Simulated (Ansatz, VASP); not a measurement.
## Two plane-wave programs on NaCl

POSCAR

```
NaCl
1.0
    0.0000000000      2.8824391054      2.8824391054
    2.8824391054      0.0000000000      2.8824391054
    2.8824391054      2.8824391054      0.0000000000
Na Cl
1 1
Direct
    0.0000000000      0.0000000000      0.0000000000
    0.5000000000      0.5000000000      0.5000000000
```

The input INCAR.step1:

```
SYSTEM = NaCl
PREC = Accurate ; ENCUT = 520
EDIFF = 1E-5 ; ISMEAR = 0
SIGMA = 0.02 ; LREAL = .FALSE.
LASPH = .TRUE. ; NELM = 60
ALGO = Normal ; ISIF = 2
LWAVE = .TRUE. ; LCHARG = .FALSE.
NBANDS = 14 ; GGA = PE
```

The input INCAR.step2:

```
SYSTEM = NaCl
PREC = Accurate ; ENCUT = 520
EDIFF = 1E-6 ; ISMEAR = 0
SIGMA = 0.02 ; LREAL = .FALSE.
LASPH = .TRUE. ; NELM = 60
ALGO = Normal ; ISIF = 2
LWAVE = .FALSE. ; LCHARG = .FALSE.
GGA = PE ; LHFCALC = .TRUE.
HFSCREEN = 0.2079 ; PRECFOCK = Normal
NBANDS = 14 ; ISTART = 1
```

The input KPOINTS:

```
regular mesh
0
G
  4 4 4
  0 0 0
```

Input for Ansatz:

```yaml
crystal:
  lattice:
    - [0.0, 2.8824391054, 2.8824391054]
    - [2.8824391054, 0.0, 2.8824391054]
    - [2.8824391054, 2.8824391054, 0.0]
  atoms:
    - { symbol: Na, position: [0.0, 0.0, 0.0] }
    - { symbol: Cl, position: [0.5, 0.5, 0.5] }
basis:
  ecutwfc: 420
kpoints:
  mp_grid: { grid: [4, 4, 4] }
hamiltonian:
  xc: hse06
scf:
  occupations: { method: gaussian, width: 0.02 }
output:
  forces: true
  stress: true
  eigenvalues: true
  write_density: true
  write_potential: true
  elf: true
  volumetric_format: npy
```

Alike in both runs: task single point; functional HSE06; k mesh 4 × 4 × 4; occupations gaussian, width 0.02 eV; no spin polarisation.

|  | VASP | Ansatz |
| --- | --- | --- |
| version | VASP 6.6.1 | Ansatz 0.2.0 |
| potentials or method | VASP PAW PBE potentials, release 64 (Na_pv, Cl), cutoff 520 eV | scalar-relativistic, plane waves, PAW |
| valence electrons in the cell | 14 | 16 |

```tsv
	VASP	Ansatz	Ansatz less VASP
gap on the k mesh at the Fermi level (eV)	6.21	6.22	+0.008
least direct gap on the mesh (eV)	6.21	6.22	+0.008
pressure (GPa)	-1.2	-1.3	-0.01
```

The functional is the same, so the differences come from potentials, cutoffs and numerics. VASP's potentials hold 14 valence electrons a cell and Ansatz's 16, so a difference there can come from the potentials and not from the codes. Ansatz's warnings: stress exchange threshold loose, stress scf threshold loose.

The k mesh is coarse, so the values compare programs but aren't converged.
